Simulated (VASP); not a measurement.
# SiNi3 (Pm-3m) in VASP: relaxation of cell and atoms with PBE

Aim: the relaxation of cell and atoms of SiNi3 with PBE.

Program: VASP 6.6.1. These are calculated values, not measurements. Logs are shortened: lines on timing, memory, paths and dates and some standing lists are left out, and cuts for length are marked.

## Step 1: The cell of the first run

Symmetry: Pm-3m, No. 221, cubic system. Conventional cell: a = 3.551 Å, b = 3.551 Å, c = 3.551 Å, α = 90.00°, β = 90.00°, γ = 90.00°. Within 3.3 Å of Si (site symmetry m-3m) lie 12 Ni at 2.51 Å. Ni (site symmetry 4/mmm) has 4 Si at 2.51 Å and 8 Ni at 2.51 Å within 3.3 Å.

## Step 2: Relaxation of cell and atoms, PBE, collinear spin, ferrimagnetic start

The input, INCAR:

```
  PREC = Accurate
  ENCUT = 600
  EDIFF = 1E-6
  ISMEAR = 0
  SIGMA = 0.1
  LREAL = False
  LASPH = True
  NELM = 150
  ALGO = Normal
  ISIF = 3
  LWAVE = False
  LCHARG = False
  ISPIN = 2
  MAGMOM = 0 2 -2 -2
  LORBIT = 11
  LMAXMIX = 4
  GGA = PE
  IBRION = 2
  NSW = 90
  EDIFFG = -0.04
```

The input, KPOINTS:

```
Automatic mesh
0
Gamma
  6 6 6
```

The input, POSCAR:

```
SiNi3
1.0
    3.5511000200      0.0000000000      0.0000000000
    0.0000000000      3.5511000200      0.0000000000
    0.0000000000      0.0000000000      3.5511000200
Si Ni
1 3
Direct
    0.0000000000      0.0000000000      0.0000000000
    0.0000000000      0.5000000000      0.5000000000
    0.5000000000      0.0000000000      0.5000000000
    0.5000000000      0.5000000000      0.0000000000
```

Potentials or basis: VASP PAW PBE potentials, release 64 (Si, Ni).

The run is started by

```bash
$ cat potpaw_PBE.64/Si/POTCAR potpaw_PBE.64/Ni/POTCAR > POTCAR
$ mpirun -np 1 vasp_std > vasp.out
```

OUTCAR:

```text
PREC = Accurate
   ENCUT = 600
   EDIFF = 1E-6
   ISMEAR = 0
   LREAL = False
   LASPH = True
   NELM = 150
   ISIF = 3
   ISPIN = 2
   LORBIT = 11
   GGA = PE
   IBRION = 2
   NSW = 90
   EDIFFG = -0.04

 ion  position               nearest neighbor table
   1  0.000  0.000  0.000-   2 2.51   3 2.51   4 2.51   2 2.51   3 2.51   2 2.51   4 2.51   2 2.51
                             3 2.51   4 2.51   3 2.51   4 2.51
   2  0.000  0.500  0.500-   1 2.51   3 2.51   4 2.51   1 2.51   4 2.51   1 2.51   3 2.51   1 2.51
                             3 2.51   4 2.51   4 2.51   3 2.51
   3  0.500  0.000  0.500-   1 2.51   2 2.51   4 2.51   1 2.51   4 2.51   2 2.51   4 2.51   4 2.51
                             1 2.51   2 2.51   1 2.51   2 2.51
   4  0.500  0.500  0.000-   1 2.51   2 2.51   3 2.51   2 2.51   3 2.51   1 2.51   3 2.51   3 2.51
                             1 2.51   2 2.51   2 2.51   1 2.51

  LATTYP: Found a simple cubic cell.
 ALAT       =     3.5511000200

  Lattice vectors:

 A1 = (   3.5511000200,   0.0000000000,   0.0000000000)
 A2 = (   0.0000000000,   3.5511000200,   0.0000000000)
 A3 = (   0.0000000000,   0.0000000000,   3.5511000200)

Analysis of symmetry for initial positions (statically):
=====================================================================
 Subroutine PRICEL returns:
 Original cell was already a primitive cell.

 Routine SETGRP: Setting up the symmetry group for a
 simple cubic supercell.

 Subroutine GETGRP returns: Found 48 space group operations
 (whereof 48 operations were pure point group operations)
 out of a pool of 48 trial point group operations.

The static configuration has the point symmetry O_h .

Analysis of symmetry for dynamics (positions and initial velocities):
=====================================================================
 Subroutine PRICEL returns:
 Original cell was already a primitive cell.

 Routine SETGRP: Setting up the symmetry group for a
 simple cubic supercell.

 Subroutine GETGRP returns: Found 48 space group operations
 (whereof 48 operations were pure point group operations)
 out of a pool of 48 trial point group operations.

The dynamic configuration has the point symmetry O_h .

Analysis of structural, dynamic, and magnetic symmetry:
=====================================================================
 Subroutine PRICEL returns:
 Original cell was already a primitive cell.

 Routine SETGRP: Setting up the symmetry group for a
 simple cubic supercell.

 Subroutine GETGRP returns: Found 16 space group operations
 (whereof 16 operations were pure point group operations)
 out of a pool of 48 trial point group operations.

The overall configuration has the point symmetry D_4h.

 Subroutine INISYM returns: Found 16 space group operations
 (whereof 16 operations are pure point group operations),
 and found     1 'primitive' translations

----------------------------------------------------------------------------------------

                                     Primitive cell

  volume of cell :      44.7805

  direct lattice vectors                    reciprocal lattice vectors
     3.551100020  0.000000000  0.000000000     0.281602882  0.000000000  0.000000000
     0.000000000  3.551100020  0.000000000     0.000000000  0.281602882  0.000000000
     0.000000000  0.000000000  3.551100020     0.000000000  0.000000000  0.281602882

  length of vectors
     3.551100020  3.551100020  3.551100020     0.281602882  0.281602882  0.281602882

  position of ions in fractional coordinates (direct lattice)
     0.000000000  0.000000000  0.000000000
     0.000000000  0.500000000  0.500000000
     0.500000000  0.000000000  0.500000000
     0.500000000  0.500000000  0.000000000

  ion indices of the primitive-cell ions
   primitive index   ion index
                 1           1
                 2           2
                 3           3
                 4           4

----------------------------------------------------------------------------------------

 KPOINTS: Automatic mesh

Automatic generation of k-mesh.
 Grid dimensions read from file:
 generate k-points for:    6    6    6

 Generating k-lattice:

  Cartesian coordinates                     Fractional coordinates (reciprocal lattice)
     0.046933814  0.000000000  0.000000000     0.166666667  0.000000000  0.000000000
     0.000000000  0.046933814  0.000000000     0.000000000  0.166666667  0.000000000
     0.000000000  0.000000000  0.046933814     0.000000000  0.000000000  0.166666667

  Length of vectors
     0.046933814  0.046933814  0.046933814

  Shift w.r.t. Gamma in fractional coordinates (k-lattice)
     0.000000000  0.000000000  0.000000000

 Subroutine IBZKPT returns following result:
 ===========================================

 Found     40 irreducible k-points:

 Following reciprocal coordinates:
            Coordinates               Weight
  0.000000  0.000000  0.000000      1.000000
  0.166667  0.000000  0.000000      2.000000
  0.000000  0.166667  0.000000      4.000000
  0.333333  0.000000  0.000000      2.000000
  0.000000  0.333333  0.000000      4.000000
  0.500000  0.000000  0.000000      1.000000
[... 16 lines left out ...]
  0.166667  0.166667  0.166667      8.000000
  0.333333  0.166667  0.166667      8.000000
 [... further k-points ...]
   k-points           NKPTS =     40   k-points in BZ     NKDIM =     40   number of bands    NBANDS=     22
   number of dos      NEDOS =    301   number of ions     NIONS =      4
   total plane-waves  NPLWV =  21952
   dimension x,y,z NGX =    28 NGY =   28 NGZ =   28
   dimension x,y,z NGXF=    56 NGYF=   56 NGZF=   56
   ions per type =               1   3
   NGX,Y,Z   is equivalent  to a cutoff of  13.11, 13.11, 13.11 a.u.
   NGXF,Y,Z  is equivalent  to a cutoff of  26.22, 26.22, 26.22 a.u.
 SYSTEM =  unknown system
   PREC   = accura    normal or accurate (medium, high low for compatibility)
   ISTART =      0    job   : 0-new  1-cont  2-samecut
   ICHARG =      2    charge: 1-file 2-atom 10-const
   ISPIN  =      2    spin polarized calculation?
   LNONCOLLINEAR =      F non collinear calculations
   LSORBIT =      F    spin-orbit coupling
   LASPH  =      T    aspherical Exc in radial PAW
   ENCUT  =  600.0 eV  44.10 Ry    6.64 a.u.   7.09  7.09  7.09*2*pi/ulx,y,z
   NELM   =    150;   NELMIN=  2; NELMDL= -5     # of ELM steps
   EDIFF  = 0.1E-05   stopping-criterion for ELM
   LREAL  =      F    real-space projection
   EDIFFG = -.4E-01   stopping-criterion for IOM
   NSW    =     90    number of steps for IOM
   IBRION =      2    ionic relax: 0-MD 1-quasi-New 2-CG
   NFREE  =      1    steps in history (QN), initial steepest desc. (CG)
   ISIF   =      3    stress and relaxation
   ISYM   =      2    0-nonsym 1-usesym 2-fastsym
   POTIM  = 0.5000    time-step for ionic-motion
   TEBEG  =    0.0;   TEEND  =   0.0 temperature during run
   PSTRESS=    0.0 pullay stress
   NELECT =      34.0000    total number of electrons
   NUPDOWN=      -1.0000    fix difference up-down
   EMIN   =  10.00;   EMAX   =-10.00  energy-range for DOS
   EFERMI =   0.00;   METHOD = LEGACY
   ISMEAR =     0;   SIGMA  =   0.10  broadening in eV -4-tet -1-fermi 0-gaus
   EFERMI_NEDOS =   21; number of points for ismear=-14 and -15
   IALGO  =     38    algorithm
   IMIX   =      4    mixing-type and parameters
     AMIX     =   0.40;   BMIX     =  1.00
     AMIX_MAG =   1.60;   BMIX_MAG =  1.00
  volume/ion in A,a.u.               =      11.20        75.55
  Fermi-wavevector in a.u.,A,eV,Ry     =   1.493499  2.822304 30.348324  2.230539
  Thomas-Fermi vector in A             =   2.605892
   LORBIT       =     11    0 simple, 1 ext, 2 COOP (PROOUT), +10 PAW based schemes
   GGA     = PE    functional components
   LHFCALC =     F    Hartree Fock is set to
   AEXX    =    0.0000 exact exchange contribution
   IVDW    =     0    specifies the selected vdW correction
   LEPSILON=     F    determine dielectric tensor
   LRPA    =     F    only Hartree local field effects (RPA)
 conjugate gradient relaxation of ions
 spin polarized calculation
 Gauss-broadening in eV      SIGMA  =   0.10
  energy-cutoff  :      600.00
  volume of cell :       44.78
 maximum number of plane-waves:      1510
   NGX = 15   NGY = 15   NGZ = 15

--------------------------------------- Ionic step        1  -------------------------------------------

 number of electron      33.9999997 magnetization       0.0061584

 number of electron      33.9999997 magnetization      -0.0007679

 Free energy of the ion-electron system (eV)
  ---------------------------------------------------
  ext. energy  EPLUGINS =         0.00000000
  ---------------------------------------------------
  free energy    TOTEN  =       -23.64421957 eV

  energy without entropy =      -23.63520703  energy(sigma->0) =      -23.63971330

------------------------ aborting loop because EDIFF is reached ----------------------------------------

  FORCE on cell =-STRESS in cart. coord.  units (eV):
  Direction    XX          YY          ZZ          XY          YZ          ZX
  --------------------------------------------------------------------------------------
  -------------------------------------------------------------------------------------
  Total       -2.0258617     -2.0255298     -2.0255298      0.0000000      0.0000000      0.0000000
  in kB      -72.4822486    -72.4703731    -72.4703731      0.0000000      0.0000000      0.0000000
  external PRESSURE =     -72.4743316 kB  Pullay stress =       0.0000000 kB
[... 65 lines left out ...]
--------------------------------------- Ionic step        3  -------------------------------------------

 number of electron      33.9999979 magnetization      -0.0000694

 number of electron      33.9999979 magnetization       0.0000068

 Free energy of the ion-electron system (eV)
  ---------------------------------------------------
  ext. energy  EPLUGINS =         0.00000000
  ---------------------------------------------------
  free energy    TOTEN  =       -23.68435060 eV

  energy without entropy =      -23.67568553  energy(sigma->0) =      -23.68001807

 E-fermi :  10.6649     XC(G=0): -13.0971

 val. band max:       10.6352361818   @ k =   0.5000   0.5000   0.3333
 cond. band min:      10.6850177512   @ k =   0.0000   0.0000   0.0000
 fundamental gap:      0.0497815694
 Fermi energy:        10.6648703462

 spin component 1

 k-point     1 :       0.0000    0.0000    0.0000
  band No.  band energies     occupation
      1      -1.2714      1.00000
      2       5.7854      1.00000
      3       6.6060      1.00000
      4       6.6062      1.00000
      5       7.1246      1.00000
      6       7.1247      1.00000
[... 589 lines left out ...]
     21      16.2639      0.00000
     22      18.4963      0.00000

 [... further k-points ...]

 spin component 2

 k-point     1 :       0.0000    0.0000    0.0000
  band No.  band energies     occupation
      1      -1.2714      1.00000
      2       5.7854      1.00000
      3       6.6060      1.00000
      4       6.6062      1.00000
      5       7.1246      1.00000
      6       7.1247      1.00000
[... 622 lines left out ...]
  FREE ENERGIE OF THE ION-ELECTRON SYSTEM (eV)
  ---------------------------------------------------
  free  energy   TOTEN  =       -23.6843506033 eV

  energy  without entropy=      -23.6756855342  energy(sigma->0) =      -23.68001807

 reached required accuracy - stopping structural energy minimisation

 total charge

# of ion       s       p       d       tot
------------------------------------------
    1        0.730   0.821   0.000   1.551
    2        0.485   0.569   8.411   9.465
    3        0.485   0.569   8.411   9.465
    4        0.485   0.569   8.411   9.465
--------------------------------------------------
tot          2.184   2.529  25.233  29.946

 magnetization (x)

# of ion       s       p       d       tot
------------------------------------------
    1       -0.000  -0.000   0.000  -0.000
    2        0.000   0.000   0.000   0.000
    3       -0.000   0.000  -0.000  -0.000
    4       -0.000   0.000  -0.000  -0.000
--------------------------------------------------
tot         -0.000   0.000   0.000   0.000
```

It took 4.5 min on 1 thread of Oxide Virtual Turin-like, shared host; peak memory 0.19 GiB.

What came out:

* Free energy: -23.6844 eV
* Relaxed volume: 10.78 Å³/atom
* Relaxed cell: a = 3.506 Å, b = 3.506 Å, c = 3.506 Å, α = 90.00°, β = 90.00°, γ = 90.00°
* Space group after relaxing (to 0.05 Å): Pm-3m (No. 221)
* Energy gained by relaxing: 10.0 meV/atom
* Ionic steps: 3
* Pressure after relaxing: 0.0 GPa
* Band gap on the k mesh: zero (filled and empty bands overlap)
* Net moment: 0.00 μB per cell
* Valence electrons inside the program's atomic spheres: Si 1.55; Ni 9.46

The path:
| step | energy change (eV) | largest force (eV/Å) | pressure (GPa) | volume (Å³) |
| --- | --- | --- | --- | --- |
| 1 | 0.0000 | 0.0000 | -7.25 | 44.78 |
| 2 | -0.0020 | 0.0000 | 8.27 | 41.58 |
| 3 | -0.0401 | 0.0000 | 0.01 | 43.10 |

Final structure:
```cif
data_structure
_symmetry_space_group_name_H-M 'P 1'
_symmetry_Int_Tables_number 1
_cell_length_a 3.5062
_cell_length_b 3.5062
_cell_length_c 3.5062
_cell_angle_alpha 90.000
_cell_angle_beta 90.000
_cell_angle_gamma 90.000
_cell_volume 43.10
loop_
_atom_site_label
_atom_site_type_symbol
_atom_site_fract_x
_atom_site_fract_y
_atom_site_fract_z
_atom_site_occupancy
Si1 Si 0.00000 0.00000 0.00000 1
Ni1 Ni 0.00000 0.50000 0.50000 1
Ni2 Ni 0.50000 0.00000 0.50000 1
Ni3 Ni 0.50000 0.50000 0.00000 1
```

Caveat: the starting moments collapsed, and a magnetic state may lie lower.
